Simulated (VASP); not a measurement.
**Ga: single point with PBEsol**

Ga:

```
CELL_PARAMETERS angstrom
1.45000 -4.06500 0.00000
1.45000 4.06500 0.00000
0.00000 0.00000 3.17000
ATOMIC_POSITIONS crystal
Ga 0.13300 0.86700 0.75000
Ga 0.86700 0.13300 0.25000
```

| Quantity | Value |
| --- | --- |
| Program | VASP 6.6.1 |
| Task | single point |
| Functional | PBEsol |
| Potentials or basis | VASP PAW PBE potentials, release 64 (Ga_d) |
| Cutoff | 520 eV |
| k mesh | 8 × 8 × 7 |
| Occupations | fermi-dirac, width 0.05 eV |
| Spin | no spin polarisation |
| Dipole correction | no |
| Further INCAR settings | ALGO = Normal; EDIFF = 1e-06; NBANDS = 20 |

```
Pressure               : -2.0 GPa
Largest force          : 0.232 eV/Å
Band gap on the k mesh : zero (band 13 reaches 10.62 eV, above the bottom of band 14 at 2.20 eV)
```

Forces in eV/Å, atoms in the order of the input:
```
Ga   0.000 -0.232  0.000
Ga   0.000  0.232  0.000
```

Stress tensor (GPa, compression positive):
```
-2.67  0.00  0.00
 0.00 -0.77  0.00
 0.00  0.00 -2.54
```

Levels at points of the mesh, in eV from the Fermi level:
```csv
k point,band 11,band 12,band 13,band 14,band 15,band 16
"(0.00, 0.00, 0.00)",-11.32,-2.35,-1.66,2.81,6.50,7.75
"(0.50, 0.00, 0.00)",-6.78,-5.49,-1.84,-0.51,6.42,6.64
"(0.50, 0.50, 0.00)",-9.29,-8.67,5.05,5.71,5.77,7.01
```

It took 23 s on 1 thread of Intel Xeon 6975P-C, with other jobs on the host, peak memory 0.19 GiB.

Caveat: the PAW data sets were made with another functional, which shifts forces and pressure a little.
